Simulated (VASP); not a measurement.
Write the native input for VASP 6.6.1 that does the following.

```yaml
Task: single point
Functional: LDA
Potentials_or_basis: VASP PAW LDA potentials, release 64 (Sb, Au)
Cutoff: 520 eV
k_mesh: 12 × 12 × 12
Occupations: fermi-dirac, width 0.15 eV
Spin: no spin polarisation
Dipole_correction: no
Further_INCAR_settings: ALGO = Normal; EDIFF = 1e-06; NBANDS = 18
```

The structure of Sb2Au lies in POSCAR:

```
Sb2Au
1.0
    0.0000000000      3.3619664018      3.3619664018
    3.3619664018      0.0000000000      3.3619664018
    3.3619664018      3.3619664018      0.0000000000
Sb Au
2 1
Direct
    0.2500000000      0.2500000000      0.2500000000
    0.7500000000      0.7500000000      0.7500000000
    0.0000000000      0.0000000000      0.0000000000
```

These files were run (other wordings do the same):

INCAR

```
SYSTEM = Sb2Au
PREC = Accurate ; ENCUT = 520
EDIFF = 1E-6 ; ISMEAR = -1
SIGMA = 0.15 ; LREAL = .FALSE.
LASPH = .TRUE. ; NELM = 60
ALGO = Normal ; ISIF = 2
LWAVE = .FALSE. ; LCHARG = .FALSE.
GGA = CA ; NBANDS = 18
```

KPOINTS

```
regular mesh
0
G
  12 12 12
  0 0 0
```

Potentials or basis: VASP PAW LDA potentials, release 64 (Sb, Au).

Run with:

```bash
$ cat potpaw_LDA.64/Sb/POTCAR potpaw_LDA.64/Au/POTCAR > POTCAR
$ mpirun -np 1 vasp_std > vasp.out
```

It gave:

```json
{
 "Pressure": "0.2 GPa",
 "Band gap on the k mesh": "zero (an odd number of electrons rules out a gap without spin polarisation)"
}
```

Caveat: spin-orbit coupling is left out, which moves the levels of the heavy elements.

Wall time 69 s on 1 thread of Intel(R) Xeon(R) 6975P-C (Granite Rapids) (shared host), peak memory 0.24 GiB.
